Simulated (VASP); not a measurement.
# Al (Pm-3n) in VASP: notebook

Al is run at these levels: PBEsol; tasks: single point, relaxation of cell and atoms.

Everything below comes from runs of VASP 6.6.1. Logs are shortened: lines on timing, memory, paths and dates and some standing lists are left out, and cuts for length are marked.

## Step 1: The cell of the first run

The structure is cubic, space group Pm-3n (No. 223). The conventional cell has a = 5.102 Å, b = 5.102 Å, c = 5.102 Å, α = 90.00°, β = 90.00°, γ = 90.00°. Al (site symmetry m-3) has 12 Al at 2.85 Å within 3.8 Å. Al (site symmetry -4m2) has 14 Al at 2.55 to 3.12 Å within 3.4 Å.

## Step 2: Single point, PBEsol

INCAR

```
SYSTEM = Al
PREC = Accurate
ENCUT = 520
EDIFF = 1E-7
ISMEAR = -1
SIGMA = 0.1
LREAL = .False.
LASPH = .True.
NELM = 100
ALGO = Normal
ISIF = 2
LWAVE = .False.
LCHARG = .False.
GGA = PS
NBANDS = 22
```

KPOINTS

```
Automatic mesh
0
Gamma
  5 5 5
  0 0 0
```

POSCAR

```
Al
1.0
    5.1021510852      0.0000000000      0.0000000000
    0.0000000000      5.1021510852      0.0000000000
    0.0000000000      0.0000000000      5.1021510852
Al
8
Direct
    0.0000000000      0.0000000000      0.0000000000
    0.5000000000      0.5000000000      0.5000000000
    0.2500000000      0.0000000000      0.5000000000
    0.7500000000      0.0000000000      0.5000000000
    0.5000000000      0.2500000000      0.0000000000
    0.5000000000      0.7500000000      0.0000000000
    0.0000000000      0.5000000000      0.2500000000
    0.0000000000      0.5000000000      0.7500000000
```

Potentials or basis: VASP PAW PBE potentials, release 64 (Al).

Run with:

```bash
cat potpaw_PBE.64/Al/POTCAR > POTCAR
mpirun -np 1 vasp_std > vasp.out
```

OUTCAR:

```text
SYSTEM = Al
   PREC = Accurate
   ENCUT = 520
   EDIFF = 1E-7
   ISMEAR = -1
   LREAL = .False.
   LASPH = .True.
   NELM = 100
   ISIF = 2
   GGA = PS

 ion  position               nearest neighbor table
   1  0.000  0.000  0.000-   3 2.85   4 2.85   5 2.85   6 2.85   7 2.85   8 2.85   3 2.85   4 2.85
                             7 2.85   8 2.85   5 2.85   6 2.85
   2  0.500  0.500  0.500-   3 2.85   4 2.85   5 2.85   6 2.85   7 2.85   8 2.85   5 2.85   6 2.85
                             3 2.85   4 2.85   7 2.85   8 2.85
   3  0.250  0.000  0.500-   4 2.55   4 2.55   1 2.85   1 2.85   2 2.85   2 2.85   5 3.12   6 3.12
                             6 3.12   5 3.12   8 3.12   7 3.12   8 3.12   7 3.12
   4  0.750  0.000  0.500-   3 2.55   3 2.55   1 2.85   1 2.85   2 2.85   2 2.85   5 3.12   6 3.12
                             6 3.12   5 3.12   8 3.12   7 3.12   8 3.12   7 3.12
   5  0.500  0.250  0.000-   6 2.55   6 2.55   1 2.85   2 2.85   2 2.85   1 2.85   3 3.12   4 3.12
                             3 3.12   4 3.12   8 3.12   7 3.12   7 3.12   8 3.12
   6  0.500  0.750  0.000-   5 2.55   5 2.55   1 2.85   2 2.85   2 2.85   1 2.85   3 3.12   4 3.12
                             3 3.12   4 3.12   8 3.12   7 3.12   7 3.12   8 3.12
   7  0.000  0.500  0.250-   8 2.55   8 2.55   1 2.85   2 2.85   1 2.85   2 2.85   3 3.12   4 3.12
                             5 3.12   3 3.12   4 3.12   6 3.12   5 3.12   6 3.12
   8  0.000  0.500  0.750-   7 2.55   7 2.55   1 2.85   2 2.85   1 2.85   2 2.85   3 3.12   4 3.12
                             5 3.12   3 3.12   4 3.12   6 3.12   5 3.12   6 3.12

  LATTYP: Found a simple cubic cell.
 ALAT       =     5.1021510852

  Lattice vectors:

 A1 = (   5.1021510852,   0.0000000000,   0.0000000000)
 A2 = (   0.0000000000,   5.1021510852,   0.0000000000)
 A3 = (   0.0000000000,   0.0000000000,   5.1021510852)

Analysis of symmetry for initial positions (statically):
=====================================================================
 Subroutine PRICEL returns:
 Original cell was already a primitive cell.

 Routine SETGRP: Setting up the symmetry group for a
 simple cubic supercell.

 Subroutine GETGRP returns: Found 48 space group operations
 (whereof 24 operations were pure point group operations)
 out of a pool of 48 trial point group operations.

The static configuration has the point symmetry T_h .
 The point group associated with its full space group is O_h .

Analysis of symmetry for dynamics (positions and initial velocities):
=====================================================================
 Subroutine PRICEL returns:
 Original cell was already a primitive cell.

 Routine SETGRP: Setting up the symmetry group for a
 simple cubic supercell.

 Subroutine GETGRP returns: Found 48 space group operations
 (whereof 24 operations were pure point group operations)
 out of a pool of 48 trial point group operations.

The dynamic configuration has the point symmetry T_h .
 The point group associated with its full space group is O_h .

 Subroutine INISYM returns: Found 48 space group operations
 (whereof 24 operations are pure point group operations),
 and found     1 'primitive' translations

----------------------------------------------------------------------------------------

                                     Primitive cell

  volume of cell :     132.8189

  direct lattice vectors                    reciprocal lattice vectors
     5.102151085  0.000000000  0.000000000     0.195995764  0.000000000  0.000000000
     0.000000000  5.102151085  0.000000000     0.000000000  0.195995764  0.000000000
     0.000000000  0.000000000  5.102151085     0.000000000  0.000000000  0.195995764

  length of vectors
     5.102151085  5.102151085  5.102151085     0.195995764  0.195995764  0.195995764

  position of ions in fractional coordinates (direct lattice)
     0.000000000  0.000000000  0.000000000
     0.500000000  0.500000000  0.500000000
     0.250000000  0.000000000  0.500000000
     0.750000000  0.000000000  0.500000000
     0.500000000  0.250000000  0.000000000
     0.500000000  0.750000000  0.000000000
     0.000000000  0.500000000  0.250000000
     0.000000000  0.500000000  0.750000000

  ion indices of the primitive-cell ions
   primitive index   ion index
                 1           1
                 2           2
                 3           3
                 4           4
                 5           5
                 6           6
                 7           7
                 8           8

----------------------------------------------------------------------------------------

 KPOINTS: Automatic mesh

Automatic generation of k-mesh.
 Grid dimensions read from file:
 generate k-points for:    5    5    5

 Generating k-lattice:

  Cartesian coordinates                     Fractional coordinates (reciprocal lattice)
     0.039199153  0.000000000  0.000000000     0.200000000  0.000000000  0.000000000
     0.000000000  0.039199153  0.000000000     0.000000000  0.200000000  0.000000000
     0.000000000  0.000000000  0.039199153     0.000000000  0.000000000  0.200000000

  Length of vectors
     0.039199153  0.039199153  0.039199153

  Shift w.r.t. Gamma in fractional coordinates (k-lattice)
     0.000000000  0.000000000  0.000000000

 Subroutine IBZKPT returns following result:
 ===========================================

 Found     10 irreducible k-points:

 Following reciprocal coordinates:
            Coordinates               Weight
  0.000000  0.000000  0.000000      1.000000
  0.200000  0.000000  0.000000      6.000000
  0.400000  0.000000  0.000000      6.000000
  0.200000  0.200000  0.000000     12.000000
  0.400000  0.200000  0.000000     24.000000
  0.400000  0.400000  0.000000     12.000000
  0.200000  0.200000  0.200000      8.000000
  0.400000  0.200000  0.200000     24.000000
  0.400000  0.400000  0.200000     24.000000
  0.400000  0.400000  0.400000      8.000000
   k-points           NKPTS =     10   k-points in BZ     NKDIM =     10   number of bands    NBANDS=     22
   number of dos      NEDOS =    301   number of ions     NIONS =      8
   total plane-waves  NPLWV =  64000
   dimension x,y,z NGX =    40 NGY =   40 NGZ =   40
   dimension x,y,z NGXF=    80 NGYF=   80 NGZF=   80
   ions per type =               8
   NGX,Y,Z   is equivalent  to a cutoff of  13.03, 13.03, 13.03 a.u.
   NGXF,Y,Z  is equivalent  to a cutoff of  26.07, 26.07, 26.07 a.u.
 SYSTEM =  Al
   PREC   = accura    normal or accurate (medium, high low for compatibility)
   ISTART =      0    job   : 0-new  1-cont  2-samecut
   ICHARG =      2    charge: 1-file 2-atom 10-const
   ISPIN  =      1    spin polarized calculation?
   LNONCOLLINEAR =      F non collinear calculations
   LSORBIT =      F    spin-orbit coupling
   LASPH  =      T    aspherical Exc in radial PAW
   ENCUT  =  520.0 eV  38.22 Ry    6.18 a.u.   9.49  9.49  9.49*2*pi/ulx,y,z
   NELM   =    100;   NELMIN=  2; NELMDL= -5     # of ELM steps
   EDIFF  = 0.1E-06   stopping-criterion for ELM
   LREAL  =      F    real-space projection
   EDIFFG = 0.1E-05   stopping-criterion for IOM
   NSW    =      0    number of steps for IOM
   IBRION =     -1    ionic relax: 0-MD 1-quasi-New 2-CG
   NFREE  =      0    steps in history (QN), initial steepest desc. (CG)
   ISIF   =      2    stress and relaxation
   ISYM   =      2    0-nonsym 1-usesym 2-fastsym
   POTIM  = 0.5000    time-step for ionic-motion
   TEBEG  =    0.0;   TEEND  =   0.0 temperature during run
   PSTRESS=    0.0 pullay stress
   NELECT =      24.0000    total number of electrons
   NUPDOWN=      -1.0000    fix difference up-down
   EMIN   =  10.00;   EMAX   =-10.00  energy-range for DOS
   EFERMI =   0.00;   METHOD = LEGACY
   ISMEAR =    -1;   SIGMA  =   0.10  broadening in eV -4-tet -1-fermi 0-gaus
   EFERMI_NEDOS =   21; number of points for ismear=-14 and -15
   IALGO  =     38    algorithm
   IMIX   =      4    mixing-type and parameters
     AMIX     =   0.40;   BMIX     =  1.00
     AMIX_MAG =   1.60;   BMIX_MAG =  1.00
  volume/ion in A,a.u.               =      16.60       112.04
  Fermi-wavevector in a.u.,A,eV,Ry     =   0.925533  1.749004 11.654906  0.856611
  Thomas-Fermi vector in A             =   2.051398
   LORBIT       =      0    0 simple, 1 ext, 2 COOP (PROOUT), +10 PAW based schemes
   GGA     = PS    functional components
   LHFCALC =     F    Hartree Fock is set to
   AEXX    =    0.0000 exact exchange contribution
   IVDW    =     0    specifies the selected vdW correction
   LEPSILON=     F    determine dielectric tensor
   LRPA    =     F    only Hartree local field effects (RPA)
 non-spin polarized calculation
  energy-cutoff  :      520.00
  volume of cell :      132.82
 maximum number of plane-waves:      3595
 NGX is ok and might be reduce to    40
   NGX = 19   NGY = 19   NGZ = 19

 number of electron      23.9999999 magnetization

 Free energy of the ion-electron system (eV)
  ---------------------------------------------------
  ext. energy  EPLUGINS =         0.00000000
  ---------------------------------------------------
  free energy    TOTEN  =       -32.06854793 eV

  energy without entropy =      -31.92360601  energy(sigma->0) =      -31.99607697

 E-fermi :   8.0080     XC(G=0): -10.2268

 val. band max:        8.0026409639   @ k =   0.4000   0.2000   0.2000
 cond. band min:       8.0201922394   @ k =   0.4000   0.2000   0.0000
 fundamental gap:      0.0175512755
 Fermi energy:         8.0080372594

 k-point     1 :       0.0000    0.0000    0.0000
  band No.  band energies     occupation
      1      -3.2088      2.00000
      2       2.1543      2.00000
      3       2.1606      2.00000
      4       2.1606      2.00000
      5       2.5575      2.00000
      6       2.5575      2.00000
[... 14 lines left out ...]
     21      12.9446      0.00000
     22      12.9446      0.00000

 k-point     2 :       0.2000    0.0000    0.0000
  band No.  band energies     occupation
      1      -2.9818      2.00000
      2       0.3739      2.00000
      3       2.3750      2.00000
      4       2.3791      2.00000
      5       2.7721      2.00000
      6       2.7721      2.00000
[... 14 lines left out ...]
     21      11.3935      0.00000
     22      11.3935      0.00000

 k-point     3 :       0.4000    0.0000    0.0000
  band No.  band energies     occupation
      1      -2.3032      2.00000
      2      -1.1801      2.00000
      3       3.0213      2.00000
      4       3.0250      2.00000
      5       3.4111      2.00000
      6       3.4111      2.00000
[... 14 lines left out ...]
     21      12.7481      0.00000
     22      12.8384      0.00000

 k-point     4 :       0.2000    0.2000    0.0000
  band No.  band energies     occupation
      1      -2.7551      2.00000
      2       0.5934      2.00000
      3       0.5968      2.00000
      4       2.5945      2.00000
      5       2.9862      2.00000
      6       3.8380      2.00000
[... 14 lines left out ...]
     21      12.4714      0.00000
     22      12.9104      0.00000

 k-point     5 :       0.4000    0.2000    0.0000
  band No.  band energies     occupation
      1      -2.0776      2.00000
      2      -0.9563      2.00000
      3       1.2560      2.00000
      4       2.3476      2.00000
      5       3.2358      2.00000
      6       3.6230      2.00000
[... 14 lines left out ...]
     21      12.2195      0.00000
     22      12.9750      0.00000

 k-point     6 :       0.4000    0.4000    0.0000
  band No.  band energies     occupation
      1      -1.4033      2.00000
      2      -0.2898      2.00000
      3      -0.2850      2.00000
      4       0.8192      2.00000
      5       3.8528      2.00000
      6       4.2485      2.00000
[... 14 lines left out ...]
     21      13.3020      0.00000
     22      13.5941      0.00000

 k-point     7 :       0.2000    0.2000    0.2000
  band No.  band energies     occupation
      1      -2.5289      2.00000
      2       0.8138      2.00000
      3       0.8138      2.00000
      4       0.8200      2.00000
      5       4.0189      2.00000
      6       4.0189      2.00000
[... 14 lines left out ...]
     21      12.6634      0.00000
     22      12.7994      0.00000

 k-point     8 :       0.4000    0.2000    0.2000
  band No.  band energies     occupation
      1      -1.8524      2.00000
      2      -0.7329      2.00000
      3       1.4719      2.00000
      4       1.4788      2.00000
      5       2.5563      2.00000
      6       2.5715      2.00000
[... 14 lines left out ...]
     21      13.4696      0.00000
     22      13.7216      0.00000

 k-point     9 :       0.4000    0.4000    0.2000
  band No.  band energies     occupation
      1      -1.1792      2.00000
      2      -0.0679      2.00000
      3      -0.0624      2.00000
      4       1.0393      2.00000
      5       2.1300      2.00000
      6       3.1844      2.00000
[... 14 lines left out ...]
     21      12.4978      0.00000
     22      12.5012      0.00000

 k-point    10 :       0.4000    0.4000    0.4000
  band No.  band energies     occupation
      1      -0.5092      2.00000
      2       0.5949      2.00000
      3       0.5949      2.00000
      4       0.6075      2.00000
      5       1.6885      2.00000
      6       1.6885      2.00000
[... 14 lines left out ...]
     21      12.3287      0.00000
     22      12.4737      0.00000

------------------------ aborting loop because EDIFF is reached ----------------------------------------

  FORCE on cell =-STRESS in cart. coord.  units (eV):
  Direction    XX          YY          ZZ          XY          YZ          ZX
  --------------------------------------------------------------------------------------
  -------------------------------------------------------------------------------------
  Total        0.0434131      0.0434131      0.0434131      0.0000000      0.0000000      0.0000000
  in kB        0.5236863      0.5236863      0.5236863      0.0000000      0.0000000      0.0000000
  external PRESSURE =       0.5236863 kB  Pullay stress =       0.0000000 kB

 VOLUME and BASIS-vectors are now :
 -----------------------------------------------------------------------------
  energy-cutoff  :      520.00
  volume of cell :      132.82
      direct lattice vectors                 reciprocal lattice vectors
     5.102151085  0.000000000  0.000000000     0.195995764  0.000000000  0.000000000
     0.000000000  5.102151085  0.000000000     0.000000000  0.195995764  0.000000000
     0.000000000  0.000000000  5.102151085     0.000000000  0.000000000  0.195995764

 POSITION                                       TOTAL-FORCE (eV/Angst)
 -----------------------------------------------------------------------------------
      0.00000      0.00000      0.00000        -0.000000     -0.000000     -0.000000
      2.55108      2.55108      2.55108        -0.000000     -0.000000     -0.000000
      1.27554      0.00000      2.55108        -0.000000      0.000000      0.000000
      3.82661      0.00000      2.55108         0.000000      0.000000     -0.000000
      2.55108      1.27554      0.00000        -0.000000      0.000000      0.000000
      2.55108      3.82661      0.00000        -0.000000     -0.000000     -0.000000
      0.00000      2.55108      1.27554         0.000000      0.000000      0.000000
      0.00000      2.55108      3.82661         0.000000     -0.000000     -0.000000
 -----------------------------------------------------------------------------------
    total drift:                               -0.000000      0.000000     -0.000000

  FREE ENERGIE OF THE ION-ELECTRON SYSTEM (eV)
  ---------------------------------------------------
  free  energy   TOTEN  =       -32.0685479278 eV

  energy  without entropy=      -31.9236060103  energy(sigma->0) =      -31.99607697
```

Run time: 50 s. Hardware: 1 thread of Intel Xeon 8259CL, shared host; peak memory 0.23 GiB.

What came out:

```yaml
Free_energy: -32.0685 eV
Pressure: 0.1 GPa
Band_gap_on_the_k_mesh: zero (band 12 reaches 9.89 eV, above the bottom of band 13 at 7.33 eV)
```

Levels at points of the mesh, in eV from the Fermi level:
```
           k point  band 9  band 10  band 11  band 12  band 13  band 14  band 15  band 16
(0.00, 0.00, 0.00)   -1.21    -0.82    -0.82    -0.82     0.09     0.09     0.09     0.51
```

Caveat: the PAW data sets were made with another functional, which shifts forces and pressure a little.

## Step 3: Single point, PBEsol

INCAR

```
  ALGO = Normal
  EDIFF = 1E-6
  ENCUT = 520
  GGA = PS
  ISIF = 2
  ISMEAR = -1
  LASPH = True
  LCHARG = False
  LREAL = False
  LWAVE = False
  NBANDS = 22
  NELM = 80
  PREC = Accurate
  SIGMA = 0.1
```

KPOINTS

```
k-points
0
Gamma
  7 7 7
```

POSCAR is that of step 2.

Potentials or basis: VASP PAW PBE potentials, release 64 (Al).

Run with:

```bash
cat potpaw_PBE.64/Al/POTCAR > POTCAR
mpirun -np 1 vasp_std > vasp.out
```

Run time: 81 s. Hardware: 1 thread of Intel Xeon 8259CL, shared host; peak memory 0.24 GiB.

The run converged. Its results:

* Free energy: -32.1586 eV
* Pressure: 0.1 GPa
* Band gap on the k mesh: zero (band 12 reaches 10.23 eV, above the bottom of band 13 at 7.15 eV)

Levels at points of the mesh, in eV from the Fermi level:
| k point | band 9 | band 10 | band 11 | band 12 | band 13 | band 14 | band 15 | band 16 |
| --- | --- | --- | --- | --- | --- | --- | --- | --- |
| (0.00, 0.00, 0.00) | -1.11 | -0.71 | -0.71 | -0.71 | 0.20 | 0.20 | 0.20 | 0.61 |

Caveat: the PAW data sets were made with another functional, which shifts forces and pressure a little.

(Part 1 of 2 ends here.)
